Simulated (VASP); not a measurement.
Runs of VASP 6.6.1 on HfTe2W2. The structure is that of space group P4mm (No. 99), or close to it. The cells are those of the table. 

| task | cell | k mesh | cutoff (eV) | gap on the mesh (eV) | pressure (GPa) | largest force (eV/Å) |
| --- | --- | --- | --- | --- | --- | --- |
| relaxation of cell and atoms | relaxed from a = 4.128, b = 4.128, c = 8.395 Å, 5 atoms | 4 × 4 × 2 | 600 | none | -0.1 | 0.02 |
| single point | a = 4.065, b = 4.065, c = 7.208 Å, 5 atoms | 10 × 10 × 6 | 520 | none | -0.1 | (a) |
| single point | a = 4.077, b = 4.077, c = 7.163 Å, 5 atoms | 4 × 4 × 2 | 520 | none | -0.1 | 0.06 |
| single point | a = 4.080, b = 4.080, c = 7.130 Å, 5 atoms | 4 × 4 × 4 | 520 | none | -0.2 | 0.05 |
| single point | a = 4.128, b = 4.128, c = 8.395 Å, 5 atoms | 4 × 4 × 2 | 520 | none | 23.2 | (b) |

Alike in all rows: level PBE; potentials or basis VASP PAW PBE potentials, release 64 (Hf_pv, Te, W_sv); no spin polarisation; smearing gaussian 0.1 eV.

Question: Fill in the values left out.

Answer: (a) 0.04; (b) 16.15.

Caveats: some runs use coarse meshes; spin-orbit coupling is left out, which moves the levels of the heavy elements; forces of over 1 eV/Å act on the atoms, so gaps and moduli don't describe the material at rest (some runs).

A k mesh can miss the band edges, and the runs leave out spin-orbit coupling on Hf, Te, W.

A gap of «none» marks levels without a gap at the run's occupations.
